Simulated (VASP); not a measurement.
# SnSe in VASP: further runs

SnSe is run at these levels: PBE; tasks: electric field gradients.

All numbers are computed with VASP 6.6.1; they aren't measurements. Logs are shortened: lines on timing, memory, paths and dates and some standing lists are left out, and cuts for length are marked.

### Step 1. The cell of the first run

Symmetry: I4/mmm, No. 139, tetragonal system. Conventional cell: a = 4.257 Å, b = 4.257 Å, c = 5.960 Å, α = 90.00°, β = 90.00°, γ = 90.00°. Within 3.9 Å of Sn (site symmetry 4/mmm) lie 6 Se at 2.98 to 3.01 Å. Within 3.9 Å of Se (site symmetry 4/mmm) lie 6 Sn at 2.98 to 3.01 Å.

### Step 2. Electric field gradients, PBE (zz strain of -1 %)

Contents of INCAR:

```
ALGO = Normal
EDIFF = 1E-8
ENCUT = 520
GGA = PE
ISIF = 2
ISMEAR = -1
LASPH = T
LCHARG = F
LEFG = T
LREAL = F
LWAVE = F
NBANDS = 17
NELM = 80
PREC = Accurate
SIGMA = 0.02
```

Contents of KPOINTS:

```
k-points
0
Gamma
  9 9 9
```

Contents of POSCAR:

```
SnSe
1.0
    0.0000000000      3.0100000000      2.9799000000
    3.0100000000      0.0000000000      2.9799000000
    3.0100000000      3.0100000000      0.0000000000
Sn Se
1 1
Direct
    0.0000000000      0.0000000000      0.0000000000
    0.5000000000      0.5000000000      0.5000000000
```

Potentials or basis: VASP PAW PBE potentials, release 64 (Sn_d, Se).

Started as:

```bash
$ cat potpaw_PBE.64/Sn_d/POTCAR potpaw_PBE.64/Se/POTCAR > POTCAR
$ mpirun -np 1 vasp_std > vasp.out
```

OUTCAR:

```text
EDIFF = 1E-8
   ENCUT = 520
   GGA = PE
   ISIF = 2
   ISMEAR = -1
   LASPH = T
   LREAL = F
   NELM = 80
   PREC = Accurate

 ion  position               nearest neighbor table
   1  0.000  0.000  0.000-   2 2.98   2 2.98   2 3.01   2 3.01   2 3.01   2 3.01
   2  0.500  0.500  0.500-   1 2.98   1 2.98   1 3.01   1 3.01   1 3.01   1 3.01

  LATTYP: Found a body centered tetragonal cell.
 ALAT       =     4.2567828227
 C/A-ratio  =     1.4000714267

  Lattice vectors:

 A1 = (   0.0000000000,  -3.0100000000,  -2.9799000000)
 A2 = (   0.0000000000,   3.0100000000,  -2.9799000000)
 A3 = (   3.0100000000,   0.0000000000,   2.9799000000)

Analysis of symmetry for initial positions (statically):
=====================================================================
 Subroutine PRICEL returns:
 Original cell was already a primitive cell.

 Routine SETGRP: Setting up the symmetry group for a
 body centered tetragonal supercell.

 Subroutine GETGRP returns: Found 16 space group operations
 (whereof 16 operations were pure point group operations)
 out of a pool of 16 trial point group operations.

The static configuration has the point symmetry D_4h.

Analysis of symmetry for dynamics (positions and initial velocities):
=====================================================================
 Subroutine PRICEL returns:
 Original cell was already a primitive cell.

 Routine SETGRP: Setting up the symmetry group for a
 body centered tetragonal supercell.

 Subroutine GETGRP returns: Found 16 space group operations
 (whereof 16 operations were pure point group operations)
 out of a pool of 16 trial point group operations.

The dynamic configuration has the point symmetry D_4h.

 Subroutine INISYM returns: Found 16 space group operations
 (whereof 16 operations are pure point group operations),
 and found     1 'primitive' translations

----------------------------------------------------------------------------------------

                                     Primitive cell

  volume of cell :      53.9964

  direct lattice vectors                    reciprocal lattice vectors
     0.000000000  3.010000000  2.979900000    -0.166112957  0.166112957  0.167790865
     3.010000000  0.000000000  2.979900000     0.166112957 -0.166112957  0.167790865
     3.010000000  3.010000000  0.000000000     0.166112957  0.166112957 -0.167790865

  length of vectors
     4.235552385  4.235552385  4.256782823     0.288688073  0.288688073  0.288688073

  position of ions in fractional coordinates (direct lattice)
     0.000000000  0.000000000  0.000000000
     0.500000000  0.500000000  0.500000000

  ion indices of the primitive-cell ions
   primitive index   ion index
                 1           1
                 2           2

----------------------------------------------------------------------------------------

 KPOINTS: k-points

Automatic generation of k-mesh.
 Grid dimensions read from file:
 generate k-points for:    9    9    9

 Generating k-lattice:

  Cartesian coordinates                     Fractional coordinates (reciprocal lattice)
    -0.018456995  0.018456995  0.018643429     0.111111111  0.000000000  0.000000000
     0.018456995 -0.018456995  0.018643429     0.000000000  0.111111111  0.000000000
     0.018456995  0.018456995 -0.018643429    -0.000000000 -0.000000000  0.111111111

  Length of vectors
     0.032076453  0.032076453  0.032076453

  Shift w.r.t. Gamma in fractional coordinates (k-lattice)
     0.000000000  0.000000000  0.000000000

 Subroutine IBZKPT returns following result:
 ===========================================

 Found     75 irreducible k-points:

 Following reciprocal coordinates:
            Coordinates               Weight
  0.000000  0.000000  0.000000      1.000000
  0.111111  0.000000  0.000000      8.000000
  0.222222  0.000000  0.000000      8.000000
  0.333333 -0.000000  0.000000      8.000000
  0.444444  0.000000  0.000000      8.000000
  0.111111  0.111111  0.000000      2.000000
[... 16 lines left out ...]
 -0.333333  0.333333  0.000000      4.000000
  0.444444  0.444444  0.000000      2.000000
 [... further k-points ...]
   k-points           NKPTS =     75   k-points in BZ     NKDIM =     75   number of bands    NBANDS=     17
   number of dos      NEDOS =    301   number of ions     NIONS =      2
   total plane-waves  NPLWV =  32768
   dimension x,y,z NGX =    32 NGY =   32 NGZ =   32
   dimension x,y,z NGXF=    64 NGYF=   64 NGZF=   64
   ions per type =               1   1
   NGX,Y,Z   is equivalent  to a cutoff of  12.56, 12.56, 12.50 a.u.
   NGXF,Y,Z  is equivalent  to a cutoff of  25.12, 25.12, 24.99 a.u.
 SYSTEM =  unknown system
   PREC   = accura    normal or accurate (medium, high low for compatibility)
   ISTART =      0    job   : 0-new  1-cont  2-samecut
   ICHARG =      2    charge: 1-file 2-atom 10-const
   ISPIN  =      1    spin polarized calculation?
   LNONCOLLINEAR =      F non collinear calculations
   LSORBIT =      F    spin-orbit coupling
   LASPH  =      T    aspherical Exc in radial PAW
   ENCUT  =  520.0 eV  38.22 Ry    6.18 a.u.   7.88  7.88  7.91*2*pi/ulx,y,z
   NELM   =     80;   NELMIN=  2; NELMDL= -5     # of ELM steps
   EDIFF  = 0.1E-07   stopping-criterion for ELM
   LREAL  =      F    real-space projection
   EDIFFG = 0.1E-06   stopping-criterion for IOM
   NSW    =      0    number of steps for IOM
   IBRION =     -1    ionic relax: 0-MD 1-quasi-New 2-CG
   NFREE  =      0    steps in history (QN), initial steepest desc. (CG)
   ISIF   =      2    stress and relaxation
   ISYM   =      2    0-nonsym 1-usesym 2-fastsym
   POTIM  = 0.5000    time-step for ionic-motion
   TEBEG  =    0.0;   TEEND  =   0.0 temperature during run
   PSTRESS=    0.0 pullay stress
   NELECT =      20.0000    total number of electrons
   NUPDOWN=      -1.0000    fix difference up-down
   EMIN   =  10.00;   EMAX   =-10.00  energy-range for DOS
   EFERMI =   0.00;   METHOD = LEGACY
   ISMEAR =    -1;   SIGMA  =   0.02  broadening in eV -4-tet -1-fermi 0-gaus
   EFERMI_NEDOS =   21; number of points for ismear=-14 and -15
   IALGO  =     38    algorithm
   IMIX   =      4    mixing-type and parameters
     AMIX     =   0.40;   BMIX     =  1.00
     AMIX_MAG =   1.60;   BMIX_MAG =  1.00
  volume/ion in A,a.u.               =      27.00       182.19
  Fermi-wavevector in a.u.,A,eV,Ry     =   1.175700  2.221751 18.806939  1.382271
  Thomas-Fermi vector in A             =   2.312076
   LORBIT       =      0    0 simple, 1 ext, 2 COOP (PROOUT), +10 PAW based schemes
   GGA     = PE    functional components
   LHFCALC =     F    Hartree Fock is set to
   AEXX    =    0.0000 exact exchange contribution
   IVDW    =     0    specifies the selected vdW correction
   LEPSILON=     F    determine dielectric tensor
   LRPA    =     F    only Hartree local field effects (RPA)
 non-spin polarized calculation
  energy-cutoff  :      520.00
  volume of cell :       54.00
 maximum number of plane-waves:      1469
   NGX = 15   NGY = 15   NGZ = 15

 number of electron      20.0000007 magnetization

 Free energy of the ion-electron system (eV)
  ---------------------------------------------------
  ext. energy  EPLUGINS =         0.00000000
  ---------------------------------------------------
  free energy    TOTEN  =        -8.20817176 eV

  energy without entropy =       -8.20817174  energy(sigma->0) =       -8.20817175

 E-fermi :   5.9551     XC(G=0):  -9.6431

 val. band max:        5.6688886070   @ k =  -0.3333   0.0000   0.1111
 cond. band min:       6.2386984259   @ k =  -0.3333   0.1111   0.0000
 fundamental gap:      0.5698098188
 Fermi energy:         5.9551383084

 k-point     1 :       0.0000    0.0000    0.0000
  band No.  band energies     occupation
      1     -15.9034      2.00000
      2     -15.9018      2.00000
      3     -15.9003      2.00000
      4     -15.9003      2.00000
      5     -15.8971      2.00000
      6      -8.2317      2.00000
[... 9 lines left out ...]
     16      11.6050      0.00000
     17      13.7951      0.00000

 k-point     2 :       0.1111    0.0000    0.0000
  band No.  band energies     occupation
      1     -15.9027      2.00000
      2     -15.9025      2.00000
      3     -15.8998      2.00000
      4     -15.8988      2.00000
      5     -15.8974      2.00000
      6      -8.1433      2.00000
[... 9 lines left out ...]
     16      11.8769      0.00000
     17      14.6324      0.00000

 k-point     3 :       0.2222    0.0000    0.0000
  band No.  band energies     occupation
      1     -15.9048      2.00000
      2     -15.9027      2.00000
      3     -15.9000      2.00000
      4     -15.8951      2.00000
      5     -15.8947      2.00000
      6      -7.8987      2.00000
[... 9 lines left out ...]
     16      12.6411      0.00000
     17      16.4516      0.00000

 k-point     4 :       0.3333   -0.0000    0.0000
  band No.  band energies     occupation
      1     -15.9075      2.00000
      2     -15.9049      2.00000
      3     -15.8995      2.00000
      4     -15.8911      2.00000
      5     -15.8901      2.00000
      6      -7.5716      2.00000
[... 9 lines left out ...]
     16      13.8381      0.00000
     17      17.6117      0.00000

 k-point     5 :       0.4444    0.0000    0.0000
  band No.  band energies     occupation
      1     -15.9093      2.00000
      2     -15.9067      2.00000
      3     -15.8990      2.00000
      4     -15.8883      2.00000
      5     -15.8870      2.00000
      6      -7.3161      2.00000
[... 9 lines left out ...]
     16      15.3850      0.00000
     17      16.2566      0.00000

 k-point     6 :       0.1111    0.1111    0.0000
  band No.  band energies     occupation
      1     -15.9042      2.00000
      2     -15.9008      2.00000
      3     -15.8995      2.00000
      4     -15.8981      2.00000
      5     -15.8981      2.00000
      6      -8.1116      2.00000
[... 9 lines left out ...]
     16      12.4055      0.00000
     17      13.9586      0.00000
[... 281 lines left out ...]
 k-point    21 :       0.4444    0.3333    0.0000
  band No.  band energies     occupation
      1     -15.9215      2.00000
      2     -15.9082      2.00000
      3     -15.8959      2.00000
      4     -15.8847      2.00000
      5     -15.8839      2.00000
      6      -7.1332      2.00000
[... 9 lines left out ...]
     16      16.8588      0.00000
     17      17.5526      0.00000

 k-point    22 :      -0.4444    0.3333    0.0000
  band No.  band energies     occupation
      1     -15.9206      2.00000
      2     -15.9048      2.00000
      3     -15.8982      2.00000
      4     -15.8858      2.00000
      5     -15.8838      2.00000
      6      -7.0070      2.00000
[... 9 lines left out ...]
     16      16.0686      0.00000
     17      17.9770      0.00000

 k-point    23 :      -0.3333    0.3333    0.0000
  band No.  band energies     occupation
      1     -15.9161      2.00000
      2     -15.9015      2.00000
      3     -15.8995      2.00000
      4     -15.8892      2.00000
      5     -15.8860      2.00000
      6      -7.0392      2.00000
[... 9 lines left out ...]
     16      14.7481      0.00000
     17      17.4431      0.00000

 k-point    24 :       0.4444    0.4444    0.0000
  band No.  band energies     occupation
      1     -15.9266      2.00000
      2     -15.9101      2.00000
      3     -15.8937      2.00000
      4     -15.8821      2.00000
      5     -15.8821      2.00000
      6      -7.0140      2.00000
[... 9 lines left out ...]
     16      17.4398      0.00000
     17      18.3164      0.00000

 [... further k-points ...]

------------------------ aborting loop because EDIFF is reached ----------------------------------------

  FORCE on cell =-STRESS in cart. coord.  units (eV):
  Direction    XX          YY          ZZ          XY          YZ          ZX
  --------------------------------------------------------------------------------------
  -------------------------------------------------------------------------------------
  Total        0.3892257      0.3892257      0.8311657      0.0000000      0.0000000      0.0000000
  in kB       11.5490800     11.5490800     24.6622972      0.0000000      0.0000000      0.0000000
  external PRESSURE =      15.9201524 kB  Pullay stress =       0.0000000 kB

 VOLUME and BASIS-vectors are now :
 -----------------------------------------------------------------------------
  energy-cutoff  :      520.00
  volume of cell :       54.00
      direct lattice vectors                 reciprocal lattice vectors
     0.000000000  3.010000000  2.979900000    -0.166112957  0.166112957  0.167790865
     3.010000000  0.000000000  2.979900000     0.166112957 -0.166112957  0.167790865
     3.010000000  3.010000000  0.000000000     0.166112957  0.166112957 -0.167790865

 POSITION                                       TOTAL-FORCE (eV/Angst)
 -----------------------------------------------------------------------------------
      0.00000      0.00000      0.00000         0.000000      0.000000      0.000000
      3.01000      3.01000      2.97990        -0.000000     -0.000000     -0.000000
 -----------------------------------------------------------------------------------
    total drift:                                0.000000     -0.000000     -0.000000

  FREE ENERGIE OF THE ION-ELECTRON SYSTEM (eV)
  ---------------------------------------------------
  free  energy   TOTEN  =        -8.2081717594 eV

  energy  without entropy=       -8.2081717423  energy(sigma->0) =       -8.20817175

 Electric field gradients (V/A^2)
---------------------------------------------------------------------
 ion       V_xx      V_yy      V_zz      V_xy      V_xz      V_yz
---------------------------------------------------------------------
   1       7.129     7.129   -14.259     0.001     0.002     0.002
   2       0.808     0.808    -1.616    -0.000    -0.000    -0.000
---------------------------------------------------------------------

 Electric field gradients after diagonalization (V/A^2)
 (convention: |V_zz| > |V_xx| > |V_yy|)
----------------------------------------------------------------------
 ion       V_xx      V_yy      V_zz     asymmetry (V_yy - V_xx)/ V_zz
----------------------------------------------------------------------
   1       7.131     7.128   -14.259       0.000
   2       0.808     0.808    -1.616       0.000
----------------------------------------------------------------------

           NMR quadrupolar parameters

 Cq : quadrupolar parameter    Cq=e*Q*V_zz/h
 eta: asymmetry parameters     (V_yy - V_xx)/ V_zz
 Q  : nuclear electric quadrupole moment in mb (millibarn)
----------------------------------------------------------------------
 ion       Cq(MHz)       eta       Q (mb)
----------------------------------------------------------------------
   1      -0.034       0.000       1.000
   2      -0.004       0.000       1.000
----------------------------------------------------------------------
```

Wall time 31 s (1 thread of AMD EPYC 9R45 (Zen 5), shared host); peak memory 0.19 GiB.

What came out:

```
Free energy                             : -8.2082 eV
Pressure                                : 1.6 GPa
Band gap on the k mesh                  : 0.57 eV (least direct gap 0.59 eV)
Largest electric field gradient by atom : Sn -14.3; Se -1.6 V/Å²
```

Levels at points of the mesh, in eV from the valence-band top:
```tsv
k point	band 6	band 7	band 8	band 9	band 10	band 11	band 12	band 13	band 14	band 15
(0.00, 0.00, 0.00)	-13.90	-5.00	-2.25	-2.15	-2.15	4.31	4.31	4.55	5.86	5.86
```

Electric field gradients, principal values (V/Å²):
```csv
atom,least,middle,greatest (by size)
1 Sn,7.128,7.131,-14.259
2 Se,0.808,0.808,-1.616
```

Caveat: the cell differs from its parent crystal (zz strain of -1 %); without QUAD_EFG the Cq values of the log hold for a quadrupole moment of 1 mb, not for the nuclei; spin-orbit coupling is left out, which moves the levels of the heavy elements; an odd mesh through Γ misses points on the zone boundary, where band edges can lie.

[end of part 1 of 2]
